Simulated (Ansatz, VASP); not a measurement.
**Two plane-wave programs on Ag**

```
Ag
1.0
     2.87140    0.00000    0.00000
    -1.43570    2.58820    0.00000
     0.00000    0.00000    4.79000
Ag
2
Direct
  0.33333 0.66667 0.25000
  0.66667 0.33333 0.75000
```

Change from the starting cell: strain -0.0200 x Voigt [1, -1, 0, 0, 0, 0], atoms carried along.

Alike in both runs: task single point; functional PBEsol; k mesh 18 × 18 × 10; occupations gaussian, width 0.15 eV; no spin polarisation.

```csv
,VASP,Ansatz
version,VASP 6.6.1,Ansatz 0.2.0
potentials or method,"VASP PAW PBE potentials, release 64 (Ag), cutoff 520 eV","scalar-relativistic, plane waves, PAW"
valence electrons in the cell,22,38
```

```csv
,VASP,Ansatz,Ansatz less VASP
gap on the k mesh at the Fermi level (eV),none,none,-
pressure (GPa),-6.3,-6.2,+0.13
"traceless stress, the component that is largest in VASP (GPa)",-1.28,-1.28,-0.005
rms of the force components (eV/Å),0.021,0.021,0.0000
```

VASP's potentials were made for PBE, not for PBEsol. Atom by atom the forces differ by 0.000 eV/Å (rms over components). A gap of «none» marks a metal or a gap that the smearing closes. VASP's potentials hold 22 valence electrons a cell and Ansatz's 38, so a difference there can come from the potentials and not from the codes.
